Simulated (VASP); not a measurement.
Here is a VASP 6.6.1 calculation.

INCAR

```
SYSTEM = Bi
PREC = Accurate
ENCUT = 520
EDIFF = 1E-6
ISMEAR = 0
SIGMA = 0.01
LREAL = .FALSE.
LASPH = .TRUE.
NELM = 100
ALGO = Normal
ISIF = 2
LWAVE = .FALSE.
LCHARG = .TRUE.
LDIPOL = .TRUE.
IDIPOL = 3
DIPOL = 0.5 0.5 0.324
GGA = PE
LELF = .TRUE.
LVHAR = .TRUE.
LVACPOTAV = .TRUE.
NBANDS = 38
```

KPOINTS

```
Automatic mesh
0
G
  4 4 1
  0 0 0
```

File POSCAR:

```
Bi
1.0
    5.1182504689      0.0000000000      0.0000000000
    0.0000000000      4.5196968759      0.0000000000
    0.0000000000      0.0000000000     29.3597916812
Bi
4
Direct
    0.0480844891      0.0000000000      0.3738669590
    0.4519155109      0.5000000000      0.3738669590
    0.5480844891      0.5000000000      0.2732765973
    0.9519155109      0.0000000000      0.2732765973
```

Potentials or basis: VASP PAW PBE potentials, release 64 (Bi_d).

Run with:

```sh
$ cat potpaw_PBE.64/Bi_d/POTCAR > POTCAR
$ mpirun -np 1 vasp_std > vasp.out
```

What does it give for the largest force?

0.167 eV/Å.

Forces in eV/Å, atoms in the order of the input:
```
Bi  -0.135  0.000  0.098
Bi   0.135  0.000  0.098
Bi  -0.135  0.000 -0.098
Bi   0.135  0.000 -0.098
```
